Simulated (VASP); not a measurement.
# C (Fd-3m) in VASP: single point with PBE

Aim: the single point of C with PBE.

Everything below comes from runs of VASP 6.6.1. Logs are shortened: lines on timing, memory, paths and dates and some standing lists are left out, and cuts for length are marked.

### Step 1. The cell of the first run

It takes space group Fd-3m (No. 227, cubic). Conventional cell: a = 3.572 Å, b = 3.572 Å, c = 3.572 Å, α = 90.00°, β = 90.00°, γ = 90.00°. C (site symmetry -43m) has 4 C at 1.55 Å within 2.1 Å.

### Step 2. Single point, PBE

Input file INCAR:

```
SYSTEM = C
ALGO = Normal
EDIFF = 1E-6
ENCUT = 600
GGA = PE
GGA_COMPAT = .False.
ISIF = 2
ISMEAR = 0
LASPH = .True.
LCHARG = .False.
LREAL = .False.
LWAVE = .False.
NBANDS = 11
NELM = 120
PREC = Accurate
SIGMA = 0.01
```

Input file KPOINTS:

```
k-points
0
Gamma
  8 8 8
  0 0 0
```

Input file POSCAR:

```
C
1.0
    0.0000000000      1.7857952412      1.7857952412
    1.7857952412      0.0000000000      1.7857952412
    1.7857952412      1.7857952412      0.0000000000
C
2
Direct
    0.5000000000      0.5000000000      0.5000000000
    0.7500000000      0.7500000000      0.7500000000
```

Potentials or basis: VASP PAW PBE potentials, release 64 (C).

Command:

```
$ cat potpaw_PBE.64/C/POTCAR > POTCAR
$ mpirun -np 1 vasp_std > vasp.out
```

OUTCAR:

```text
SYSTEM = C
   EDIFF = 1E-6
   ENCUT = 600
   GGA = PE
   ISIF = 2
   ISMEAR = 0
   LASPH = .True.
   LREAL = .False.
   NELM = 120
   PREC = Accurate

 ion  position               nearest neighbor table
   1  0.500  0.500  0.500-   2 1.55   2 1.55   2 1.55   2 1.55
   2  0.750  0.750  0.750-   1 1.55   1 1.55   1 1.55   1 1.55

  LATTYP: Found a face centered cubic cell.
 ALAT       =     3.5715904824

  Lattice vectors:

 A1 = (   0.0000000000,   1.7857952412,   1.7857952412)
 A2 = (   1.7857952412,   0.0000000000,   1.7857952412)
 A3 = (   1.7857952412,   1.7857952412,   0.0000000000)

Analysis of symmetry for initial positions (statically):
=====================================================================
 Subroutine PRICEL returns:
 Original cell was already a primitive cell.

 Routine SETGRP: Setting up the symmetry group for a
 face centered cubic supercell.

 Subroutine GETGRP returns: Found 48 space group operations
 (whereof 24 operations were pure point group operations)
 out of a pool of 48 trial point group operations.

The static configuration has the point symmetry T_d .
 The point group associated with its full space group is O_h .

Analysis of symmetry for dynamics (positions and initial velocities):
=====================================================================
 Subroutine PRICEL returns:
 Original cell was already a primitive cell.

 Routine SETGRP: Setting up the symmetry group for a
 face centered cubic supercell.

 Subroutine GETGRP returns: Found 48 space group operations
 (whereof 24 operations were pure point group operations)
 out of a pool of 48 trial point group operations.

The dynamic configuration has the point symmetry T_d .
 The point group associated with its full space group is O_h .

 Subroutine INISYM returns: Found 48 space group operations
 (whereof 24 operations are pure point group operations),
 and found     1 'primitive' translations

----------------------------------------------------------------------------------------

                                     Primitive cell

  volume of cell :      11.3900

  direct lattice vectors                    reciprocal lattice vectors
     0.000000000  1.785795241  1.785795241    -0.279987307  0.279987307  0.279987307
     1.785795241  0.000000000  1.785795241     0.279987307 -0.279987307  0.279987307
     1.785795241  1.785795241  0.000000000     0.279987307  0.279987307 -0.279987307

  length of vectors
     2.525495850  2.525495850  2.525495850     0.484952241  0.484952241  0.484952241

  position of ions in fractional coordinates (direct lattice)
     0.500000000  0.500000000  0.500000000
     0.750000000  0.750000000  0.750000000

  ion indices of the primitive-cell ions
   primitive index   ion index
                 1           1
                 2           2

----------------------------------------------------------------------------------------

 KPOINTS: k-points

Automatic generation of k-mesh.
 Grid dimensions read from file:
 generate k-points for:    8    8    8

 Generating k-lattice:

  Cartesian coordinates                     Fractional coordinates (reciprocal lattice)
    -0.034998413  0.034998413  0.034998413     0.125000000  0.000000000  0.000000000
     0.034998413 -0.034998413  0.034998413     0.000000000  0.125000000  0.000000000
     0.034998413  0.034998413 -0.034998413     0.000000000  0.000000000  0.125000000

  Length of vectors
     0.060619030  0.060619030  0.060619030

  Shift w.r.t. Gamma in fractional coordinates (k-lattice)
     0.000000000  0.000000000  0.000000000

 Subroutine IBZKPT returns following result:
 ===========================================

 Found     29 irreducible k-points:

 Following reciprocal coordinates:
            Coordinates               Weight
  0.000000  0.000000  0.000000      1.000000
  0.125000  0.000000  0.000000      8.000000
  0.250000  0.000000  0.000000      8.000000
  0.375000  0.000000  0.000000      8.000000
  0.500000  0.000000  0.000000      4.000000
  0.125000  0.125000  0.000000      6.000000
[... 16 lines left out ...]
  0.500000  0.250000  0.125000     48.000000
 -0.375000  0.250000  0.125000     24.000000
 [... further k-points ...]
   k-points           NKPTS =     29   k-points in BZ     NKDIM =     29   number of bands    NBANDS=     11
   number of dos      NEDOS =    301   number of ions     NIONS =      2
   total plane-waves  NPLWV =   8000
   dimension x,y,z NGX =    20 NGY =   20 NGZ =   20
   dimension x,y,z NGXF=    40 NGYF=   40 NGZF=   40
   ions per type =               2
   NGX,Y,Z   is equivalent  to a cutoff of  13.17, 13.17, 13.17 a.u.
   NGXF,Y,Z  is equivalent  to a cutoff of  26.33, 26.33, 26.33 a.u.
 SYSTEM =  C
   PREC   = accura    normal or accurate (medium, high low for compatibility)
   ISTART =      0    job   : 0-new  1-cont  2-samecut
   ICHARG =      2    charge: 1-file 2-atom 10-const
   ISPIN  =      1    spin polarized calculation?
   LNONCOLLINEAR =      F non collinear calculations
   LSORBIT =      F    spin-orbit coupling
   LASPH  =      T    aspherical Exc in radial PAW
   ENCUT  =  600.0 eV  44.10 Ry    6.64 a.u.   5.04  5.04  5.04*2*pi/ulx,y,z
   NELM   =    120;   NELMIN=  2; NELMDL= -5     # of ELM steps
   EDIFF  = 0.1E-05   stopping-criterion for ELM
   LREAL  =      F    real-space projection
   EDIFFG = 0.1E-04   stopping-criterion for IOM
   NSW    =      0    number of steps for IOM
   IBRION =     -1    ionic relax: 0-MD 1-quasi-New 2-CG
   NFREE  =      0    steps in history (QN), initial steepest desc. (CG)
   ISIF   =      2    stress and relaxation
   ISYM   =      2    0-nonsym 1-usesym 2-fastsym
   POTIM  = 0.5000    time-step for ionic-motion
   TEBEG  =    0.0;   TEEND  =   0.0 temperature during run
   PSTRESS=    0.0 pullay stress
   NELECT =       8.0000    total number of electrons
   NUPDOWN=      -1.0000    fix difference up-down
   EMIN   =  10.00;   EMAX   =-10.00  energy-range for DOS
   EFERMI =   0.00;   METHOD = LEGACY
   ISMEAR =     0;   SIGMA  =   0.01  broadening in eV -4-tet -1-fermi 0-gaus
   EFERMI_NEDOS =   21; number of points for ismear=-14 and -15
   IALGO  =     38    algorithm
   IMIX   =      4    mixing-type and parameters
     AMIX     =   0.40;   BMIX     =  1.00
     AMIX_MAG =   1.60;   BMIX_MAG =  1.00
  volume/ion in A,a.u.               =       5.70        38.43
  Fermi-wavevector in a.u.,A,eV,Ry     =   1.455224  2.749975 28.812741  2.117677
  Thomas-Fermi vector in A             =   2.572283
   LORBIT       =      0    0 simple, 1 ext, 2 COOP (PROOUT), +10 PAW based schemes
   GGA     = PE    functional components
   LHFCALC =     F    Hartree Fock is set to
   AEXX    =    0.0000 exact exchange contribution
   IVDW    =     0    specifies the selected vdW correction
   LEPSILON=     F    determine dielectric tensor
   LRPA    =     F    only Hartree local field effects (RPA)
 non-spin polarized calculation
 Gauss-broadening in eV      SIGMA  =   0.01
  energy-cutoff  :      600.00
  volume of cell :       11.39
 maximum number of plane-waves:       392
   NGX =  9   NGY =  9   NGZ =  9

 number of electron       7.9999999 magnetization

 Free energy of the ion-electron system (eV)
  ---------------------------------------------------
  ext. energy  EPLUGINS =         0.00000000
  ---------------------------------------------------
  free energy    TOTEN  =       -18.18975107 eV

  energy without entropy =      -18.18975107  energy(sigma->0) =      -18.18975107

 E-fermi :   9.7419     XC(G=0): -13.2301

 val. band max:        9.6700153624   @ k =   0.0000   0.0000   0.0000
 cond. band min:      13.7938708406   @ k =   0.3750   0.3750   0.0000
 fundamental gap:      4.1238554782
 Fermi energy:         9.7419244498

 k-point     1 :       0.0000    0.0000    0.0000
  band No.  band energies     occupation
      1     -11.7519      2.00000
      2       9.6700      2.00000
      3       9.6700      2.00000
      4       9.6700      2.00000
      5      15.2489      0.00000
      6      15.2489      0.00000
      7      15.2489      0.00000
      8      22.9080      0.00000
      9      28.9129      0.00000
     10      36.1612      0.00000
     11      36.1612      0.00000

 k-point     2 :       0.1250    0.0000    0.0000
  band No.  band energies     occupation
      1     -11.3211      2.00000
      2       7.2626      2.00000
      3       9.0204      2.00000
      4       9.0204      2.00000
      5      16.1033      0.00000
      6      16.1033      0.00000
      7      16.5246      0.00000
      8      23.2819      0.00000
      9      29.5618      0.00000
     10      33.1161      0.00000
     11      33.1161      0.00000

 k-point     3 :       0.2500    0.0000    0.0000
  band No.  band energies     occupation
      1     -10.0420      2.00000
      2       3.0979      2.00000
      3       7.9313      2.00000
      4       7.9313      2.00000
      5      17.4396      0.00000
      6      17.4396      0.00000
      7      17.7770      0.00000
      8      24.2382      0.00000
      9      30.3274      0.00000
     10      32.0345      0.00000
     11      32.0345      0.00000

 k-point     4 :       0.3750    0.0000    0.0000
  band No.  band energies     occupation
      1      -7.9832      2.00000
      2      -0.9715      2.00000
      3       7.1519      2.00000
      4       7.1519      2.00000
      5      18.0364      0.00000
      6      18.0364      0.00000
      7      18.3162      0.00000
      8      25.0871      0.00000
      9      30.7716      0.00000
     10      33.6306      0.00000
     11      33.6306      0.00000
[... 239 lines left out ...]
 k-point    22 :       0.3750    0.2500    0.1250
  band No.  band energies     occupation
      1      -8.9197      2.00000
      2       3.1756      2.00000
      3       4.1897      2.00000
      4       6.7927      2.00000
      5      16.2261      0.00000
      6      19.6808      0.00000
      7      21.2069      0.00000
      8      21.3823      0.00000
      9      30.2756      0.00000
     10      31.1999      0.00000
     11      35.3243      0.00000

 k-point    23 :       0.5000    0.2500    0.1250
  band No.  band energies     occupation
      1      -6.9014      2.00000
      2      -0.1486      2.00000
      3       3.4117      2.00000
      4       5.6046      2.00000
      5      17.6183      0.00000
      6      19.2785      0.00000
      7      22.0124      0.00000
      8      22.9735      0.00000
      9      29.8038      0.00000
     10      31.9204      0.00000
     11      35.7554      0.00000

 k-point    24 :      -0.3750    0.2500    0.1250
  band No.  band energies     occupation
      1      -4.9918      2.00000
      2      -2.6536      2.00000
      3       3.3755      2.00000
      4       5.0014      2.00000
      5      17.9562      0.00000
      6      19.0831      0.00000
      7      22.6665      0.00000
      8      24.4850      0.00000
      9      27.9583      0.00000
     10      33.5036      0.00000
     11      35.9450      0.00000

 [... further k-points ...]
[... 5 lines left out ...]
  --------------------------------------------------------------------------------------
  -------------------------------------------------------------------------------------
  Total       -0.0006275     -0.0006275     -0.0006275     -0.0000000      0.0000000     -0.0000000
  in kB       -0.0882644     -0.0882644     -0.0882644     -0.0000000      0.0000000     -0.0000000
  external PRESSURE =      -0.0882644 kB  Pullay stress =       0.0000000 kB

 VOLUME and BASIS-vectors are now :
 -----------------------------------------------------------------------------
  energy-cutoff  :      600.00
  volume of cell :       11.39
      direct lattice vectors                 reciprocal lattice vectors
     0.000000000  1.785795241  1.785795241    -0.279987307  0.279987307  0.279987307
     1.785795241  0.000000000  1.785795241     0.279987307 -0.279987307  0.279987307
     1.785795241  1.785795241  0.000000000     0.279987307  0.279987307 -0.279987307

 POSITION                                       TOTAL-FORCE (eV/Angst)
 -----------------------------------------------------------------------------------
      1.78580      1.78580      1.78580        -0.000000     -0.000000     -0.000000
      2.67869      2.67869      2.67869         0.000000      0.000000      0.000000
 -----------------------------------------------------------------------------------
    total drift:                                0.000000     -0.000000      0.000000

  FREE ENERGIE OF THE ION-ELECTRON SYSTEM (eV)
  ---------------------------------------------------
  free  energy   TOTEN  =       -18.1897510727 eV

  energy  without entropy=      -18.1897510727  energy(sigma->0) =      -18.18975107
```

It took 7.6 s on 1 thread of Intel Xeon 8259CL, shared host; peak memory 0.12 GiB.

Results:

- Free energy: -18.1898 eV
- Pressure: 0.0 GPa
- Band gap on the k mesh: 4.12 eV, indirect (least direct gap 5.58 eV)

Levels at points of the mesh, in eV from the valence-band top:
| k point | band 1 | band 2 | band 3 | band 4 | band 5 | band 6 | band 7 | band 8 |
| --- | --- | --- | --- | --- | --- | --- | --- | --- |
| (0.00, 0.00, 0.00) | -21.42 | 0.00 | 0.00 | 0.00 | 5.58 | 5.58 | 5.58 | 13.24 |
| (0.50, 0.00, 0.00) | -15.67 | -13.33 | -2.79 | -2.79 | 8.44 | 8.44 | 8.79 | 15.66 |
| (0.50, 0.50, 0.00) | -12.74 | -12.74 | -6.27 | -6.27 | 4.75 | 4.75 | 16.74 | 16.74 |
